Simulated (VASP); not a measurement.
# Si6N in VASP: a series of runs

The runs below take Si6N through single point, with PBEsol.

All numbers are computed with VASP 6.6.1; they aren't measurements. Logs are shortened: lines on timing, memory, paths and dates and some standing lists are left out, and cuts for length are marked.

## (1) The cell of the first run

The cell holds a slab with vacuum, 7 atoms: a = 3.825 Å, b = 3.825 Å, c = 26.121 Å, α = 90.00°, β = 90.00°, γ = 120.00°.

## (2) Single point, PBEsol, collinear spin, ferromagnetic start

INCAR reads:

```
ALGO     = Normal         # electronic algorithm
DIPOL    = 0.5 0.5 0.491
EDIFF    = 1E-7           # SCF threshold, eV
ENCUT    = 520            # plane-wave cutoff, eV
GGA      = PS             # functional
IDIPOL   = 3            
ISIF     = 2              # what is computed and relaxed
ISMEAR   = 0              # smearing method
ISPIN    = 2              # spin polarisation
LASPH    = T              # aspherical terms in the spheres
LCHARG   = F              # write CHGCAR
LDIPOL   = T            
LORBIT   = 11             # projections on sites
LREAL    = F              # projectors in reciprocal space
LWAVE    = F              # write WAVECAR
MAGMOM   = 0 0 0 0 0 0 3  # initial moments
NBANDS   = 28             # bands
NELM     = 150            # most SCF steps
PREC     = Accurate       # precision mode
SIGMA    = 0.05           # smearing width, eV
```

KPOINTS reads:

```
k-points
0
Gamma
  9 9 1
```

POSCAR reads:

```
Si6N
1.0
    3.8248883485      0.0000000000      0.0000000000
   -1.9124441742      3.3124504764      0.0000000000
    0.0000000000      0.0000000000     26.1211317360
Si N
6 1
Direct
    0.6666666667      0.3333333333      0.3254070339
    0.3333333333      0.6666666667      0.3559122530
    0.3333333333      0.6666666667      0.4464642100
    0.6666666667      0.3333333333      0.4769399614
    0.6666666667      0.3333333333      0.5674134203
    0.3333333333      0.6666666667      0.5987360032
    0.3333333333      0.6666666667      0.6652809660
```

Potentials or basis: VASP PAW PBE potentials, release 64 (Si, N).

Run with:

```
$ cat potpaw_PBE.64/Si/POTCAR potpaw_PBE.64/N/POTCAR > POTCAR
$ mpirun -np 1 vasp_std > vasp.out
```

OUTCAR:

```text
EDIFF = 1E-7
   ENCUT = 520
   GGA = PS
   ISIF = 2
   ISMEAR = 0
   ISPIN = 2
   LASPH = T
   LORBIT = 11
   LREAL = F
   NELM = 150
   PREC = Accurate

 ion  position               nearest neighbor table
   1  0.667  0.333  0.325-   2 2.35   2 2.35   2 2.35
   2  0.333  0.667  0.356-   1 2.35   1 2.35   1 2.35   3 2.37
   3  0.333  0.667  0.446-   4 2.35   4 2.35   4 2.35   2 2.37
   4  0.667  0.333  0.477-   3 2.35   3 2.35   3 2.35   5 2.36
   5  0.667  0.333  0.567-   6 2.35   6 2.35   6 2.35   4 2.36
   6  0.333  0.667  0.599-   7 1.74   5 2.35   5 2.35   5 2.35
   7  0.333  0.667  0.665-   6 1.74

  LATTYP: Found a hexagonal cell.
 ALAT       =     3.8248883485
 C/A-ratio  =     6.8292533941

  Lattice vectors:

 A1 = (   3.8248883485,   0.0000000000,   0.0000000000)
 A2 = (  -1.9124441742,   3.3124504764,   0.0000000000)
 A3 = (   0.0000000000,   0.0000000000,  26.1211317360)

Analysis of symmetry for initial positions (statically):
=====================================================================
 Subroutine PRICEL returns:
 Original cell was already a primitive cell.

 Routine SETGRP: Setting up the symmetry group for a
 hexagonal supercell.

 Subroutine GETGRP returns: Found  6 space group operations
 (whereof  6 operations were pure point group operations)
 out of a pool of 24 trial point group operations.

The static configuration has the point symmetry C_3v.

Analysis of symmetry for dynamics (positions and initial velocities):
=====================================================================
 Subroutine PRICEL returns:
 Original cell was already a primitive cell.

 Routine SETGRP: Setting up the symmetry group for a
 hexagonal supercell.

 Subroutine GETGRP returns: Found  6 space group operations
 (whereof  6 operations were pure point group operations)
 out of a pool of 24 trial point group operations.

The dynamic configuration has the point symmetry C_3v.

Analysis of structural, dynamic, and magnetic symmetry:
=====================================================================
 Subroutine PRICEL returns:
 Original cell was already a primitive cell.

 Routine SETGRP: Setting up the symmetry group for a
 hexagonal supercell.

 Subroutine GETGRP returns: Found  6 space group operations
 (whereof  6 operations were pure point group operations)
 out of a pool of 24 trial point group operations.

The overall configuration has the point symmetry C_3v.

 Subroutine INISYM returns: Found  6 space group operations
 (whereof  6 operations are pure point group operations),
 and found     1 'primitive' translations

----------------------------------------------------------------------------------------

                                     Primitive cell

  volume of cell :     330.9483

  direct lattice vectors                    reciprocal lattice vectors
     3.824888349  0.000000000  0.000000000     0.261445540  0.150945653  0.000000000
    -1.912444174  3.312450476  0.000000000     0.000000000  0.301891306  0.000000000
     0.000000000  0.000000000 26.121131736     0.000000000  0.000000000  0.038283180

  length of vectors
     3.824888349  3.824888348 26.121131736     0.301891306  0.301891306  0.038283180

  position of ions in fractional coordinates (direct lattice)
     0.666666667  0.333333333  0.325407034
     0.333333333  0.666666667  0.355912253
     0.333333333  0.666666667  0.446464210
     0.666666667  0.333333333  0.476939961
     0.666666667  0.333333333  0.567413420
     0.333333333  0.666666667  0.598736003
     0.333333333  0.666666667  0.665280966

  ion indices of the primitive-cell ions
   primitive index   ion index
                 1           1
                 2           2
                 3           3
                 4           4
                 5           5
                 6           6
                 7           7

----------------------------------------------------------------------------------------

 KPOINTS: k-points

Automatic generation of k-mesh.
 Grid dimensions read from file:
 generate k-points for:    9    9    1

 Generating k-lattice:

  Cartesian coordinates                     Fractional coordinates (reciprocal lattice)
     0.029049504  0.016771739  0.000000000     0.111111111  0.000000000  0.000000000
     0.000000000  0.033543478  0.000000000     0.000000000  0.111111111  0.000000000
     0.000000000  0.000000000  0.038283180     0.000000000  0.000000000  1.000000000

  Length of vectors
     0.033543478  0.033543478  0.038283180

  Shift w.r.t. Gamma in fractional coordinates (k-lattice)
     0.000000000  0.000000000  0.000000000

 Subroutine IBZKPT returns following result:
 ===========================================

 Found     12 irreducible k-points:

 Following reciprocal coordinates:
            Coordinates               Weight
  0.000000  0.000000  0.000000      1.000000
  0.111111  0.000000  0.000000      6.000000
  0.222222  0.000000  0.000000      6.000000
  0.333333 -0.000000  0.000000      6.000000
  0.444444  0.000000  0.000000      6.000000
  0.111111  0.111111  0.000000      6.000000
  0.222222  0.111111  0.000000     12.000000
  0.333333  0.111111  0.000000     12.000000
  0.444444  0.111111  0.000000      6.000000
  0.222222  0.222222  0.000000      6.000000
  0.333333  0.222222  0.000000     12.000000
  0.333333  0.333333  0.000000      2.000000
   k-points           NKPTS =     12   k-points in BZ     NKDIM =     12   number of bands    NBANDS=     28
   number of dos      NEDOS =    301   number of ions     NIONS =      7
   total plane-waves  NPLWV = 153664
   dimension x,y,z NGX =    28 NGY =   28 NGZ =  196
   dimension x,y,z NGXF=    56 NGYF=   56 NGZF=  392
   ions per type =               6   1
   NGX,Y,Z   is equivalent  to a cutoff of  12.17, 12.17, 12.47 a.u.
   NGXF,Y,Z  is equivalent  to a cutoff of  24.34, 24.34, 24.95 a.u.
 SYSTEM =  unknown system
   PREC   = accura    normal or accurate (medium, high low for compatibility)
   ISTART =      0    job   : 0-new  1-cont  2-samecut
   ICHARG =      2    charge: 1-file 2-atom 10-const
   ISPIN  =      2    spin polarized calculation?
   LNONCOLLINEAR =      F non collinear calculations
   LSORBIT =      F    spin-orbit coupling
   LASPH  =      T    aspherical Exc in radial PAW
   ENCUT  =  520.0 eV  38.22 Ry    6.18 a.u.   7.11  7.11 48.57*2*pi/ulx,y,z
   NELM   =    150;   NELMIN=  2; NELMDL= -5     # of ELM steps
   EDIFF  = 0.1E-06   stopping-criterion for ELM
   LREAL  =      F    real-space projection
   EDIFFG = 0.1E-05   stopping-criterion for IOM
   NSW    =      0    number of steps for IOM
   IBRION =     -1    ionic relax: 0-MD 1-quasi-New 2-CG
   NFREE  =      0    steps in history (QN), initial steepest desc. (CG)
   ISIF   =      2    stress and relaxation
   ISYM   =      2    0-nonsym 1-usesym 2-fastsym
   POTIM  = 0.5000    time-step for ionic-motion
   TEBEG  =    0.0;   TEEND  =   0.0 temperature during run
   PSTRESS=    0.0 pullay stress
   NELECT =      29.0000    total number of electrons
   NUPDOWN=      -1.0000    fix difference up-down
   EMIN   =  10.00;   EMAX   =-10.00  energy-range for DOS
   EFERMI =   0.00;   METHOD = LEGACY
   ISMEAR =     0;   SIGMA  =   0.05  broadening in eV -4-tet -1-fermi 0-gaus
   EFERMI_NEDOS =   21; number of points for ismear=-14 and -15
   IALGO  =     38    algorithm
   IMIX   =      4    mixing-type and parameters
     AMIX     =   0.40;   BMIX     =  1.00
     AMIX_MAG =   1.60;   BMIX_MAG =  1.00
  volume/ion in A,a.u.               =      47.28       319.05
  Fermi-wavevector in a.u.,A,eV,Ry     =   0.727145  1.374104  7.193934  0.528739
  Thomas-Fermi vector in A             =   1.818295
   LORBIT       =     11    0 simple, 1 ext, 2 COOP (PROOUT), +10 PAW based schemes
   GGA     = PS    functional components
   LHFCALC =     F    Hartree Fock is set to
   AEXX    =    0.0000 exact exchange contribution
   IVDW    =     0    specifies the selected vdW correction
   LEPSILON=     F    determine dielectric tensor
   LRPA    =     F    only Hartree local field effects (RPA)
 spin polarized calculation
 Gauss-broadening in eV      SIGMA  =   0.05
  energy-cutoff  :      520.00
  volume of cell :      330.95
 maximum number of plane-waves:      8961
   NGX = 15   NGY = 15   NGZ = 97

 dipolmoment           0.000000      0.000000     -0.073114 electrons x Angstroem

 number of electron      28.9999998 magnetization       0.9882114

 dipolmoment           0.000000      0.000000      0.204767 electrons x Angstroem

 Free energy of the ion-electron system (eV)
  ---------------------------------------------------
  ext. energy  EPLUGINS =         0.00000000
  ---------------------------------------------------
  free energy    TOTEN  =       -38.03537859 eV

  energy without entropy =      -38.03308637  energy(sigma->0) =      -38.03423248

 E-fermi :  -1.5815     XC(G=0):  -4.3258

 val. band max:       -1.6074499369   @ k =   0.4444   0.0000   0.0000
 cond. band min:      -1.5795508549   @ k =   0.1111   0.0000   0.0000
 fundamental gap:      0.0278990820
 Fermi energy:        -1.5815306585

 spin component 1

 k-point     1 :       0.0000    0.0000    0.0000
  band No.  band energies     occupation
      1     -16.3244      1.00000
      2     -13.3094      1.00000
      3     -12.3024      1.00000
      4     -11.4124      1.00000
      5      -7.4361      1.00000
      6      -5.2623      1.00000
[... 18 lines left out ...]
     25       2.5483      0.00000
     26       2.6393      0.00000
[... 295 lines left out ...]
      3     -10.2659      1.00000
      4      -8.8735      1.00000
      5      -8.7011      1.00000
      6      -8.3118      1.00000
[... 18 lines left out ...]
     25       4.6523      0.00000
     26       5.0645      0.00000
 Fermi energy:        -1.5815306585

 spin component 2

 k-point     1 :       0.0000    0.0000    0.0000
  band No.  band energies     occupation
      1     -14.6091      1.00000
      2     -13.3320      1.00000
      3     -12.2928      1.00000
      4     -11.1766      1.00000
      5      -7.5254      1.00000
      6      -5.1895      1.00000
[... 18 lines left out ...]
     25       2.6283      0.00000
     26       2.6283      0.00000
[... 295 lines left out ...]
      3     -10.3315      1.00000
      4      -9.1731      1.00000
      5      -8.5908      1.00000
      6      -8.3104      1.00000
[... 18 lines left out ...]
     25       4.7487      0.00000
     26       5.0355      0.00000
 [bands above 26 left out]

------------------------ aborting loop because EDIFF is reached ----------------------------------------

 vacuum level on the upper side and lower side of the slab       (xc-potential included)         1.378        -1.512

  FORCE on cell =-STRESS in cart. coord.  units (eV):
  Direction    XX          YY          ZZ          XY          YZ          ZX
  --------------------------------------------------------------------------------------
  -------------------------------------------------------------------------------------
  Total        0.2717911      0.2717911      0.2122728      0.0000000     -0.0000000      0.0000000
  in kB        1.3157871      1.3157871      1.0276491      0.0000000     -0.0000000      0.0000000
  external PRESSURE =       1.2197411 kB  Pullay stress =       0.0000000 kB

 VOLUME and BASIS-vectors are now :
 -----------------------------------------------------------------------------
  energy-cutoff  :      520.00
  volume of cell :      330.95
      direct lattice vectors                 reciprocal lattice vectors
     3.824888349  0.000000000  0.000000000     0.261445540  0.150945653  0.000000000
    -1.912444174  3.312450476  0.000000000     0.000000000  0.301891306  0.000000000
     0.000000000  0.000000000 26.121131736     0.000000000  0.000000000  0.038283180

 POSITION                                       TOTAL-FORCE (eV/Angst)
 -----------------------------------------------------------------------------------
      1.91244      1.10415      8.50000         0.000000     -0.000000      0.408209
     -0.00000      2.20830      9.29683        -0.000000      0.000000     -0.568426
     -0.00000      2.20830     11.66215        -0.000000      0.000000      0.149293
      1.91244      1.10415     12.45821         0.000000      0.000000      0.001980
      1.91244      1.10415     14.82148         0.000000      0.000000      0.002080
     -0.00000      2.20830     15.63966        -0.000000      0.000000     -0.071112
     -0.00000      2.20830     17.37789         0.000000      0.000000      0.077976
 -----------------------------------------------------------------------------------
    total drift:                                0.000000     -0.000000     -0.000042

  FREE ENERGIE OF THE ION-ELECTRON SYSTEM (eV)
  ---------------------------------------------------
  free  energy   TOTEN  =       -38.0353785948 eV

  energy  without entropy=      -38.0330863696  energy(sigma->0) =      -38.03423248

 vacuum level on the upper side and lower side of the slab         5.933         3.004

 total charge

# of ion       s       p       d       tot
------------------------------------------
    1        0.794   0.853   0.000   1.647
    2        0.756   0.923   0.000   1.679
    3        0.762   0.922   0.000   1.684
    4        0.756   0.930   0.000   1.686
    5        0.766   0.925   0.000   1.691
    6        0.753   0.969   0.000   1.722
    7        1.340   2.110   0.000   3.450
--------------------------------------------------
tot          5.927   7.631   0.000  13.558

 magnetization (x)

# of ion       s       p       d       tot
------------------------------------------
    1       -0.035  -0.174   0.000  -0.208
    2       -0.002  -0.012   0.000  -0.014
    3       -0.008  -0.034   0.000  -0.042
    4       -0.001   0.003   0.000   0.001
    5        0.020   0.067   0.000   0.087
    6       -0.011  -0.041   0.000  -0.053
    7        0.022   1.028   0.000   1.050
--------------------------------------------------
tot         -0.016   0.838   0.000   0.822
```

Run time: 11 min. Hardware: 1 thread of Intel Xeon Platinum 8559C (Emerald Rapids), shared host; peak memory 0.6 GiB.

What came out:

```yaml
Free_energy: -38.0354 eV
Largest_force: 0.568 eV/Å
Band_gap_on_the_k_mesh: zero (filled and empty bands overlap)
Net_moment: 0.99 μB per cell
Site_moments: Si -0.21, -0.01, -0.04, +0.00, +0.09, -0.05; N +1.05 μB
Valence_electrons_inside_the_program's_atomic_spheres: Si 1.65, 1.68, 1.69, 1.72 (each value once); N 3.45
```

Forces on the atoms (eV/Å):
```
Si   0.000  0.000  0.408
Si   0.000  0.000 -0.568
Si   0.000  0.000  0.149
Si   0.000  0.000  0.002
Si   0.000  0.000  0.002
Si   0.000  0.000 -0.071
N    0.000  0.000  0.078
```

Levels at points of the mesh, in eV from the Fermi level:
Spin up:
```csv
k point,band 11,band 12,band 13,band 14,band 15,band 16,band 17,band 18,band 19,band 20
"(0.00, 0.00, 0.00)",-1.07,-0.30,-0.30,0.23,0.23,0.33,1.42,1.97,2.58,2.58
```
Spin down:
```csv
k point,band 10,band 11,band 12,band 13,band 14,band 15,band 16,band 17,band 18,band 19
"(0.00, 0.00, 0.00)",-0.79,-0.79,-0.21,-0.21,-0.16,1.30,1.30,1.37,1.95,2.60
```

Caveat: the PAW data sets were made with another functional, which shifts forces and pressure a little.

## (3) Single point, PBEsol, collinear spin, ferromagnetic start

INCAR reads:

```
PREC = Accurate
ENCUT = 520
EDIFF = 1E-6
ISMEAR = 0
SIGMA = 0.05
LREAL = False
LASPH = True
NELM = 150
ALGO = Normal
ISIF = 2
LWAVE = False
LCHARG = True
ISPIN = 2
MAGMOM = 0 0 0 0 0 0 3
LORBIT = 11
LDIPOL = True
IDIPOL = 3
DIPOL = 0.5 0.5 0.482
GGA = PS
LELF = True
LVHAR = True
LVACPOTAV = True
NBANDS = 28
```

KPOINTS reads:

```
Automatic mesh
0
Gamma
  9 9 1
```

POSCAR reads:

```
Si6N
1.0
    3.8248883485      0.0000000000      0.0000000000
   -1.9124441742      3.3124504764      0.0000000000
    0.0000000000      0.0000000000     26.1211317360
Si N
6 1
Direct
    0.6666666667      0.3333333333      0.3254070339
    0.3333333333      0.6666666667      0.3559122530
    0.3333333333      0.6666666667      0.4464642100
    0.6666666667      0.3333333333      0.4761748671
    0.6666666667      0.3333333333      0.5659598746
    0.3333333333      0.6666666667      0.6187382127
    0.0000000000      0.0000000000      0.5819550877
```

Potentials or basis: VASP PAW PBE potentials, release 64 (Si, N).

Run with:

```
$ cat potpaw_PBE.64/Si/POTCAR potpaw_PBE.64/N/POTCAR > POTCAR
$ mpirun -np 1 vasp_std > vasp.out
```

Wall time 11 min (1 thread of Intel Xeon Platinum 8559C (Emerald Rapids), shared host); peak memory 0.59 GiB.

The run converged. Its results:

```
Free energy                                           : -38.2639 eV
Largest force                                         : 0.664 eV/Å
Net moment                                            : 0.93 μB per cell
Site moments                                          : Si +0.20, +0.02, +0.04, +0.01 (each value once); N +0.02 μB
Valence electrons inside the program's atomic spheres : Si 1.65, 1.68, 1.69, 1.70, 1.52, 1.50; N 3.46
```

Forces on the atoms (eV/Å):
```
Si   0.000  0.000  0.423
Si   0.000  0.000 -0.664
Si   0.000  0.000  0.234
Si   0.000  0.000  0.001
Si   0.000  0.000  0.003
Si   0.000  0.000  0.006
N    0.000  0.000 -0.003
```

Levels at points of the mesh, in eV from the Fermi level:
Spin up:
```tsv
k point	band 12	band 13	band 14	band 15	band 16	band 17	band 18	band 19
(0.00, 0.00, 0.00)	-0.46	-0.41	-0.41	0.06	0.06	0.13	1.46	2.59
```
Spin down:
```csv
k point,band 12,band 13,band 14,band 15,band 16,band 17
"(0.00, 0.00, 0.00)",-0.35,-0.31,-0.31,0.12,0.12,0.60
```

Caveat: the PAW data sets were made with another functional, which shifts forces and pressure a little.
